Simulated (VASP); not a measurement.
# Zn3C (P6_3/mmc) in VASP: a series of runs

Runs on Zn3C. Level: PBE. Tasks: single point.

Everything below comes from runs of VASP 6.6.1. Logs are shortened: lines on timing, memory, paths and dates and some standing lists are left out, and cuts for length are marked.

### Step 1. The cell of the first run

Symmetry: P6_3/mmc, No. 194, hexagonal system. The conventional cell has a = 6.831 Å, b = 6.831 Å, c = 2.800 Å, α = 90.00°, β = 90.00°, γ = 120.00°. Zn (site symmetry mm2) has 2 C at 2.18 Å and 8 Zn at 2.67 to 2.89 Å within 2.9 Å. Within 2.9 Å of C (site symmetry -6m2) lie 6 Zn at 2.18 Å and 2 C at 2.80 Å.

### Step 2. Single point, PBE

Contents of INCAR:

```
SYSTEM = Zn3C
  PREC = Accurate
  ENCUT = 520
  EDIFF = 1E-6
  ISMEAR = 0
  SIGMA = 0.1
  LREAL = .FALSE.
  LASPH = .TRUE.
  NELM = 60
  ALGO = Normal
  ISIF = 2
  LWAVE = .FALSE.
  LCHARG = .FALSE.
  GGA = PE
  NBANDS = 50
```

Contents of KPOINTS:

```
Automatic mesh
0
G
  3 3 4
  0 0 0
```

Contents of POSCAR:

```
Zn3C
1.0
    6.8310059391     -0.0000000032      0.0000000000
   -3.4155029667      5.9158246783      0.0000000000
    0.0000000000      0.0000000000      2.8004924572
Zn C
6 2
Direct
    0.3848077668      0.1924038834      0.7500000000
    0.8075961166      0.1924038834      0.7500000000
    0.8075961166      0.6151922332      0.7500000000
    0.6151922332      0.8075961166      0.2500000000
    0.1924038834      0.8075961166      0.2500000000
    0.1924038834      0.3848077668      0.2500000000
    0.6666666667      0.3333333333      0.2500000000
    0.3333333333      0.6666666667      0.7500000000
```

Potentials or basis: VASP PAW PBE potentials, release 64 (Zn, C).

The run is started by

```bash
$ cat potpaw_PBE.64/Zn/POTCAR potpaw_PBE.64/C/POTCAR > POTCAR
$ mpirun -np 1 vasp_std > vasp.out
```

OUTCAR:

```text
SYSTEM = Zn3C
   PREC = Accurate
   ENCUT = 520
   EDIFF = 1E-6
   ISMEAR = 0
   LREAL = .FALSE.
   LASPH = .TRUE.
   NELM = 60
   ISIF = 2
   GGA = PE

 ion  position               nearest neighbor table
   1  0.385  0.192  0.750-   7 2.18   7 2.18   6 2.67   6 2.67   5 2.67   5 2.67   2 2.89   3 2.89

   2  0.808  0.192  0.750-   7 2.18   7 2.18   4 2.67   4 2.67   6 2.67   6 2.67   3 2.89   1 2.89

   3  0.808  0.615  0.750-   7 2.18   7 2.18   4 2.67   4 2.67   5 2.67   5 2.67   2 2.89   1 2.89

   4  0.615  0.808  0.250-   8 2.18   8 2.18   3 2.67   3 2.67   2 2.67   2 2.67   5 2.89   6 2.89

   5  0.192  0.808  0.250-   8 2.18   8 2.18   1 2.67   1 2.67   3 2.67   3 2.67   6 2.89   4 2.89

   6  0.192  0.385  0.250-   8 2.18   8 2.18   1 2.67   1 2.67   2 2.67   2 2.67   5 2.89   4 2.89

   7  0.667  0.333  0.250-   2 2.18   2 2.18   3 2.18   3 2.18   1 2.18   1 2.18
   8  0.333  0.667  0.750-   5 2.18   5 2.18   6 2.18   6 2.18   4 2.18   4 2.18

  LATTYP: Found a hexagonal cell.
 ALAT       =     6.8310059391
 C/A-ratio  =     0.4099677972

  Lattice vectors:

 A1 = (   6.8310059391,  -0.0000000032,   0.0000000000)
 A2 = (  -3.4155029667,   5.9158246783,   0.0000000000)
 A3 = (   0.0000000000,   0.0000000000,   2.8004924572)

Analysis of symmetry for initial positions (statically):
=====================================================================
 Subroutine PRICEL returns:
 Original cell was already a primitive cell.

 Routine SETGRP: Setting up the symmetry group for a
 hexagonal supercell.

 Subroutine GETGRP returns: Found 24 space group operations
 (whereof 12 operations were pure point group operations)
 out of a pool of 24 trial point group operations.

The static configuration has the point symmetry D_3d.
 The point group associated with its full space group is D_6h.

Analysis of symmetry for dynamics (positions and initial velocities):
=====================================================================
 Subroutine PRICEL returns:
 Original cell was already a primitive cell.

 Routine SETGRP: Setting up the symmetry group for a
 hexagonal supercell.

 Subroutine GETGRP returns: Found 24 space group operations
 (whereof 12 operations were pure point group operations)
 out of a pool of 24 trial point group operations.

The dynamic configuration has the point symmetry D_3d.
 The point group associated with its full space group is D_6h.

 Subroutine INISYM returns: Found 24 space group operations
 (whereof 12 operations are pure point group operations),
[... 98 lines left out ...]
   ISIF   =      2    stress and relaxation
   ISYM   =      2    0-nonsym 1-usesym 2-fastsym
   POTIM  = 0.5000    time-step for ionic-motion
   TEBEG  =    0.0;   TEEND  =   0.0 temperature during run
   PSTRESS=    0.0 pullay stress
   NELECT =      80.0000    total number of electrons
   NUPDOWN=      -1.0000    fix difference up-down
   EMIN   =  10.00;   EMAX   =-10.00  energy-range for DOS
   EFERMI =   0.00;   METHOD = LEGACY
   ISMEAR =     0;   SIGMA  =   0.10  broadening in eV -4-tet -1-fermi 0-gaus
   EFERMI_NEDOS =   21; number of points for ismear=-14 and -15
   IALGO  =     38    algorithm
   IMIX   =      4    mixing-type and parameters
     AMIX     =   0.40;   BMIX     =  1.00
     AMIX_MAG =   1.60;   BMIX_MAG =  1.00
  volume/ion in A,a.u.               =      14.15        95.46
  Fermi-wavevector in a.u.,A,eV,Ry     =   1.458344  2.755871 28.936433  2.126768
  Thomas-Fermi vector in A             =   2.575040
   LORBIT       =      0    0 simple, 1 ext, 2 COOP (PROOUT), +10 PAW based schemes
   GGA     = PE    functional components
   LHFCALC =     F    Hartree Fock is set to
   AEXX    =    0.0000 exact exchange contribution
   IVDW    =     0    specifies the selected vdW correction
   LEPSILON=     F    determine dielectric tensor
   LRPA    =     F    only Hartree local field effects (RPA)
 non-spin polarized calculation
 Gauss-broadening in eV      SIGMA  =   0.10
  energy-cutoff  :      520.00
  volume of cell :      113.17
 maximum number of plane-waves:      3071
 NGX is ok and might be reduce to    54
   NGX = 25   NGY = 25   NGZ = 11

 number of electron      80.0000027 magnetization

 Free energy of the ion-electron system (eV)
  ---------------------------------------------------
  ext. energy  EPLUGINS =         0.00000000
  ---------------------------------------------------
  free energy    TOTEN  =       -18.69221701 eV

  energy without entropy =      -18.66133218  energy(sigma->0) =      -18.67677460

 E-fermi :   2.6804     XC(G=0): -11.1845

 val. band max:        2.6321037734   @ k =   0.3333   0.3333   0.5000
 cond. band min:       2.6963657766   @ k =   0.3333   0.0000   0.2500
 fundamental gap:      0.0642620032
 Fermi energy:         2.6804163231

 k-point     1 :       0.0000    0.0000    0.0000
  band No.  band energies     occupation
      1     -10.0740      2.00000
      2      -9.3051      2.00000
      3      -5.3434      2.00000
      4      -5.3434      2.00000
      5      -5.1695      2.00000
      6      -5.1574      2.00000
[... 466 lines left out ...]
     49       7.2671      0.00000
     50       7.2671      0.00000

------------------------ aborting loop because EDIFF is reached ----------------------------------------

  FORCE on cell =-STRESS in cart. coord.  units (eV):
  Direction    XX          YY          ZZ          XY          YZ          ZX
  --------------------------------------------------------------------------------------
  -------------------------------------------------------------------------------------
  Total        0.2974717      0.2974717      0.1266843      0.0000000      0.0000000      0.0000000
  in kB        4.2113552      4.2113552      1.7934906      0.0000000      0.0000000      0.0000000
  external PRESSURE =       3.4054004 kB  Pullay stress =       0.0000000 kB

 VOLUME and BASIS-vectors are now :
 -----------------------------------------------------------------------------
  energy-cutoff  :      520.00
  volume of cell :      113.17
      direct lattice vectors                 reciprocal lattice vectors
     6.831005939 -0.000000003  0.000000000     0.146391324  0.084519070  0.000000000
    -3.415502967  5.915824678  0.000000000     0.000000000  0.169038140  0.000000000
     0.000000000  0.000000000  2.800492457     0.000000000  0.000000000  0.357080055

 POSITION                                       TOTAL-FORCE (eV/Angst)
 -----------------------------------------------------------------------------------
      1.97147      1.13823      2.10037        -0.013276     -0.007665      0.000000
      4.85954      1.13823      2.10037         0.013276     -0.007665     -0.000000
      3.41550      3.63937      2.10037         0.000000      0.015330     -0.000000
      1.44403      4.77760      0.70012         0.013276      0.007665      0.000000
     -1.44403      4.77760      0.70012        -0.013276      0.007665      0.000000
      0.00000      2.27646      0.70012        -0.000000     -0.015330      0.000000
      3.41550      1.97194      0.70012        -0.000000     -0.000000      0.000000
      0.00000      3.94388      2.10037        -0.000000     -0.000000      0.000000
 -----------------------------------------------------------------------------------
    total drift:                               -0.000000      0.000000     -0.000000

  FREE ENERGIE OF THE ION-ELECTRON SYSTEM (eV)
  ---------------------------------------------------
  free  energy   TOTEN  =       -18.6922170094 eV

  energy  without entropy=      -18.6613321846  energy(sigma->0) =      -18.67677460
```

Wall time 60 s (1 thread of Intel Xeon Platinum 8259CL at 2.50GHz (Skylake/Cascade Lake), shared host); peak memory 0.25 GiB.

What came out:

```yaml
Free_energy: -18.6922 eV
Pressure: 0.3 GPa
Largest_force: 0.015 eV/Å
Band_gap_on_the_k_mesh: zero (band 40 reaches 4.06 eV, above the bottom of band 41 at 2.25 eV)
```

Forces on the atoms (eV/Å):
```
Zn  -0.013 -0.008  0.000
Zn   0.013 -0.008  0.000
Zn   0.000  0.015  0.000
Zn   0.013  0.008  0.000
Zn  -0.013  0.008  0.000
Zn   0.000 -0.015  0.000
C    0.000  0.000  0.000
C    0.000  0.000  0.000
```

Stress tensor (GPa, compression positive):
```
0.42 0.00 0.00
0.00 0.42 0.00
0.00 0.00 0.18
```

Levels at points of the mesh, in eV from the Fermi level:
```
           k point  band 36  band 37  band 38  band 39  band 40  band 41  band 42  band 43  band 44  band 45
(0.00, 0.00, 0.00)    -4.97    -4.97    -0.97    -0.96     1.38     1.70     2.52     2.52     2.69     3.30
(0.00, 0.00, 0.50)    -2.51    -2.51    -2.51    -0.23    -0.23     0.79     0.79     0.79     0.79     3.89
```

Caveat: the k points lie up to 0.56 Å⁻¹ apart.

### Step 3. Single point, PBE

This run uses another cell than the first one, of 18.93 Å³/atom, 1.338 times its volume.

Contents of INCAR:

```
PREC = Accurate
ENCUT = 520
EDIFF = 1E-6
ISMEAR = 0
SIGMA = 0.1
LREAL = False
LASPH = True
NELM = 60
ALGO = Normal
ISIF = 2
LWAVE = False
LCHARG = False
GGA = PE
NBANDS = 50
```

Contents of KPOINTS:

```
Automatic mesh
0
Gamma
  3 3 4
```

Contents of POSCAR:

```
Zn3C
1.0
    6.0679273100      0.0000000000      0.0000000000
   -3.0339636500      5.2549792000      0.0000000000
    0.0000000000      0.0000000000      4.7492761000
Zn C
6 2
Direct
    0.3331942900      0.1665971400      0.7500000000
    0.8334028600      0.1665971400      0.7500000000
    0.8334028600      0.6668057100      0.7500000000
    0.6668057100      0.8334028600      0.2500000000
    0.1665971400      0.8334028600      0.2500000000
    0.1665971400      0.3331942900      0.2500000000
    0.6666666700      0.3333333300      0.2500000000
    0.3333333300      0.6666666700      0.7500000000
```

Potentials or basis: VASP PAW PBE potentials, release 64 (Zn, C).

The run is started by

```bash
$ cat potpaw_PBE.64/Zn/POTCAR potpaw_PBE.64/C/POTCAR > POTCAR
$ mpirun -np 1 vasp_std > vasp.out
```

OUTCAR:

```text
PREC = Accurate
   ENCUT = 520
   EDIFF = 1E-6
   ISMEAR = 0
   LREAL = False
   LASPH = True
   NELM = 60
   ISIF = 2
   GGA = PE

 ion  position               nearest neighbor table
   1  0.333  0.167  0.750-   5 2.95   5 2.95   6 2.95   6 2.95   2 3.03   3 3.03   2 3.04   3 3.04

   2  0.833  0.167  0.750-   4 2.95   4 2.95   6 2.95   6 2.95   3 3.03   1 3.03   3 3.04   1 3.04

   3  0.833  0.667  0.750-   5 2.95   5 2.95   4 2.95   4 2.95   2 3.03   1 3.03   2 3.04   1 3.04

   4  0.667  0.833  0.250-   2 2.95   2 2.95   3 2.95   3 2.95   5 3.03   6 3.03   5 3.04   6 3.04

   5  0.167  0.833  0.250-   1 2.95   1 2.95   3 2.95   3 2.95   6 3.03   4 3.03   6 3.04   4 3.04

   6  0.167  0.333  0.250-   2 2.95   2 2.95   1 2.95   1 2.95   5 3.03   4 3.03   5 3.04   4 3.04

   7  0.667  0.333  0.250-
   8  0.333  0.667  0.750-

  LATTYP: Found a hexagonal cell.
 ALAT       =     6.0679273100
 C/A-ratio  =     0.7826850681

  Lattice vectors:

[... 178 lines left out ...]

 val. band max:        1.1506692778   @ k =   0.3333  -0.0000   0.0000
 cond. band min:       1.2328682432   @ k =   0.3333   0.3333   0.5000
 fundamental gap:      0.0821989654
 Fermi energy:         1.1590402516

 k-point     1 :       0.0000    0.0000    0.0000
  band No.  band energies     occupation
      1      -8.8126      2.00000
      2      -7.7311      2.00000
      3      -6.1901      2.00000
      4      -6.1820      2.00000
      5      -6.1077      2.00000
      6      -6.1054      2.00000
[... 466 lines left out ...]
     49       5.3078      0.00000
     50       5.3078      0.00000

------------------------ aborting loop because EDIFF is reached ----------------------------------------

  FORCE on cell =-STRESS in cart. coord.  units (eV):
  Direction    XX          YY          ZZ          XY          YZ          ZX
  --------------------------------------------------------------------------------------
  -------------------------------------------------------------------------------------
  Total      -13.5640249    -13.5640249    -14.7284949     -0.0000000     -0.0000000      0.0000000
  in kB     -143.5027989   -143.5027990   -155.8224974     -0.0000001     -0.0000000      0.0000000
  external PRESSURE =    -147.6093651 kB  Pullay stress =       0.0000000 kB

 VOLUME and BASIS-vectors are now :
 -----------------------------------------------------------------------------
  energy-cutoff  :      520.00
  volume of cell :      151.44
      direct lattice vectors                 reciprocal lattice vectors
     6.067927310  0.000000000  0.000000000     0.164800919  0.095147855  0.000000000
    -3.033963650  5.254979200  0.000000000     0.000000000  0.190295710  0.000000000
     0.000000000  0.000000000  4.749276100     0.000000000  0.000000000  0.210558405

 POSITION                                       TOTAL-FORCE (eV/Angst)
 -----------------------------------------------------------------------------------
      1.51635      0.87546      3.56196         0.320784      0.185205      0.000000
      4.55158      0.87546      3.56196        -0.320784      0.185205     -0.000000
      3.03396      3.50405      3.56196        -0.000000     -0.370410     -0.000000
      1.51761      4.37951      1.18732        -0.320784     -0.185205      0.000000
     -1.51761      4.37951      1.18732         0.320784     -0.185205      0.000000
     -0.00000      1.75093      1.18732         0.000000      0.370410      0.000000
      3.03396      1.75166      1.18732        -0.000000     -0.000000      0.000000
     -0.00000      3.50332      3.56196        -0.000000      0.000000      0.000000
 -----------------------------------------------------------------------------------
    total drift:                               -0.000010      0.000006     -0.000000

  FREE ENERGIE OF THE ION-ELECTRON SYSTEM (eV)
  ---------------------------------------------------
  free  energy   TOTEN  =       -13.2257323156 eV

  energy  without entropy=      -13.1922376401  energy(sigma->0) =      -13.20898498
```

stdout:

```text
POSCAR found type information on POSCAR ZnC
 POSCAR found :  2 types and       8 ions
 scaLAPACK will be used
 LDA part: xc-table for (Slater+PW92), standard interpolation
 POSCAR, INCAR and KPOINTS ok, starting setup
 FFT: planning ... GRIDC
 FFT: planning ... GRID_SOFT
 FFT: planning ... GRID
 WAVECAR not read
 entering main loop
```

It took 65 s on 1 thread of Intel Xeon Platinum 8259CL at 2.50GHz (Skylake/Cascade Lake), shared host; peak memory 0.28 GiB.

Results:

```
Free energy            : -13.2257 eV
Pressure               : -14.8 GPa
Largest force          : 0.370 eV/Å
Band gap on the k mesh : zero (band 40 reaches 1.49 eV, above the bottom of band 41 at 0.57 eV)
```

Forces in eV/Å, atoms in the order of the input:
```
Zn   0.321  0.185  0.000
Zn  -0.321  0.185  0.000
Zn   0.000 -0.370  0.000
Zn  -0.321 -0.185  0.000
Zn   0.321 -0.185  0.000
Zn   0.000  0.370  0.000
C    0.000  0.000  0.000
C    0.000  0.000  0.000
```

Stress tensor (GPa, compression positive):
```
-14.35   0.00   0.00
  0.00 -14.35   0.00
  0.00   0.00 -15.58
```

Levels at points of the mesh, in eV from the Fermi level:
| k point | band 36 | band 37 | band 38 | band 39 | band 40 | band 41 | band 42 | band 43 | band 44 | band 45 |
| --- | --- | --- | --- | --- | --- | --- | --- | --- | --- | --- |
| (0.00, 0.00, 0.00) | -2.89 | -2.89 | -2.28 | -1.44 | -0.20 | -0.19 | 0.75 | 0.75 | 2.50 | 2.65 |
| (0.00, 0.00, 0.50) | -2.03 | -2.03 | -2.03 | -1.58 | -1.58 | -0.59 | -0.59 | -0.59 | -0.59 | 3.13 |

Caveat: the k points lie up to 0.40 Å⁻¹ apart.

(Continued in part 2 of 2.)
